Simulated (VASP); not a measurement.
As: single point with PBE+D3(BJ)

The system is As, a slab with vacuum.

```
CELL_PARAMETERS angstrom
3.57162 0.00000 0.00000
-1.78581 3.09312 0.00000
0.00000 0.00000 20.29512
ATOMIC_POSITIONS crystal
As 0.33333 0.66667 0.22173
As 0.66667 0.33333 0.29059
As 0.00000 0.50000 0.45171
As 0.33333 0.16667 0.52057
```

This cell differs from its parent crystal: layers slid over each other.

```yaml
Program: VASP 6.6.1
Task: single point
Functional: PBE
Dispersion: D3(BJ)
Potentials_or_basis: VASP PAW PBE potentials, release 64 (As_d)
Cutoff: 400 eV
k_mesh: 9 × 9 × 1
Occupations: gaussian, width 0.05 eV
Spin: no spin polarisation
Dipole_correction: yes
Further_INCAR_settings: ALGO = Normal; EDIFF = 1e-06; NBANDS = 38; NELMDL = -8
```

```
Largest force              : 0.079 eV/Å
Band gap on the k mesh     : 0.89 eV (least direct gap 1.48 eV)
Dispersion energy per atom : -0.273 eV
```

Forces in eV/Å, atoms in the order of the input:
```
As  -0.042 -0.024 -0.035
As  -0.061 -0.035 -0.037
As   0.061  0.035  0.037
As   0.042  0.024  0.035
```

Levels at points of the mesh, in eV from the valence-band top:
```tsv
k point	band 27	band 28	band 29	band 30	band 31	band 32	band 33	band 34
(0.00, 0.00, 0.00)	-0.33	-0.32	-0.31	-0.12	1.60	2.22	3.10	3.16
```

Run time: 5.9 min on 1 thread of AMD EPYC 7R43 64-Core Processor (Zen 3) (shared host), peak memory 0.27 GiB.

Caveat: the cell differs from its parent crystal (layers slid over each other).
